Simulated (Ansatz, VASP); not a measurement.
P: VASP beside Ansatz

```
P
1.0
     1.81702    1.04906    3.09353
    -1.81702    1.04906    3.09353
     0.00000   -2.09811    3.09353
P
2
Direct
  0.23620 0.23620 0.23620
  0.76380 0.76380 0.76380
```

Alike in both runs: task single point; functional PBE; dispersion D3(BJ); k mesh 6 × 6 × 6; occupations gaussian, width 0.1 eV; no spin polarisation.

|  | VASP | Ansatz |
| --- | --- | --- |
| version | VASP 6.6.1 | Ansatz 0.2.0 |
| potentials or method | VASP PAW PBE potentials, release 64 (P), cutoff 500 eV | scalar-relativistic, plane waves, PAW |
| valence electrons in the cell | 10 | 10 |

|  | VASP | Ansatz | Ansatz less VASP |
| --- | --- | --- | --- |
| gap on the k mesh at the Fermi level (eV) | none | none | - |
| pressure (GPa) | -13.9 | -13.8 | +0.15 |
| traceless stress, the component that is largest in VASP (GPa) | 1.44 | 1.40 | -0.045 |
| rms of the force components (eV/Å) | 0.729 | 0.715 | -0.0141 |

Atom by atom the forces differ by 0.014 eV/Å (rms over components). A gap of «none» marks a metal or a gap that the smearing closes.
